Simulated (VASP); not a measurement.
Co4F:

```
CELL_PARAMETERS angstrom
-2.33864 2.33864 2.33864
2.33864 -2.33864 2.33864
2.33864 2.33864 -2.33864
ATOMIC_POSITIONS crystal
Co 0.00000 0.00000 0.50000
Co 0.50000 0.00000 0.00000
Co 0.50000 0.50000 0.50000
Co 0.00000 0.50000 0.00000
F 0.00000 0.00000 0.00000
```

The cell was built from a structure type or drawn by symmetry, and may not be a known phase.

```yaml
Program: VASP 6.6.1
Task: relaxation of cell and atoms
Functional: PBE
Potentials_or_basis: VASP PAW PBE potentials, release 64 (Co, F)
Cutoff: 600 eV
k_mesh: 6 × 6 × 6
Occupations: gaussian, width 0.1 eV
Spin: collinear spin, ferromagnetic start
Starting_moments: "[3.0, 3.0, 3.0, 3.0, 0.0] μB"
```

At the start: pressure 42.1 GPa; volume 10.23 Å³/atom.

Question: How do energy, volume and symmetry change on relaxing?

Answer: Over 4 steps the energy falls by 287.6 meV/atom and the volume is 12.98 Å³/atom (+26.8 %); space group Im-3m (No. 229, to 0.1 Å) before and after; moment 8.14 μB per cell.

Step by step:
```tsv
step	energy change (eV)	largest force (eV/Å)	pressure (GPa)	volume (Å³)
1	0.0000	0.0000	42.15	51.16
2	-1.0933	0.0000	-11.06	73.79
3	-1.4374	0.0000	0.50	64.56
4	-1.4378	0.0000	-0.08	64.90
```

Final structure:
```yaml
crystal:
  lattice:
    - [-2.53154, 2.53154, 2.53154]
    - [2.53154, -2.53154, 2.53154]
    - [2.53154, 2.53154, -2.53154]
  atoms:
    - { symbol: Co, position: [0.00000, 0.00000, 0.50000] }
    - { symbol: Co, position: [0.50000, 0.00000, 0.00000] }
    - { symbol: Co, position: [0.50000, 0.50000, 0.50000] }
    - { symbol: Co, position: [0.00000, 0.50000, 0.00000] }
    - { symbol: F, position: [0.00000, 0.00000, 0.00000] }
```

Caveat: the volume moved by over 15 % at a fixed basis, so the end points are rough.
